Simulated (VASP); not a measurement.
A run of VASP 6.6.1 is set up as follows.

INCAR

```
SYSTEM = Mg
  PREC = Accurate
  ENCUT = 520
  EDIFF = 1E-7
  ISMEAR = 0
  SIGMA = 0.02
  LREAL = .FALSE.
  LASPH = .TRUE.
  NELM = 80
  ALGO = Fast
  ISIF = 2
  LWAVE = .FALSE.
  LCHARG = .FALSE.
  GGA = CA
  NBANDS = 7
```

KPOINTS

```
regular mesh
0
G
  11 11 11
  0 0 0
```

POSCAR

```
Mg
1.0
    3.0705181800      0.0000000000      0.0000000000
   -1.0235060598      2.8949123025      0.0000000000
   -1.0235060598     -1.4474561508      2.5070675960
Mg
1
Direct
    0.0000000000      0.0000000000      0.0000000000
```

Potentials or basis: VASP PAW LDA potentials, release 64 (Mg).

Launch:

```sh
$ cat potpaw_LDA.64/Mg/POTCAR > POTCAR
$ mpirun -np 1 vasp_std > vasp.out
```

Problem. What does it give for the pressure?

Solution. -1.6 GPa.

Problem. Estimate the band gap on the k mesh.

Solution. Zero (band 1 reaches 4.93 eV, above the bottom of band 2 at 1.84 eV).
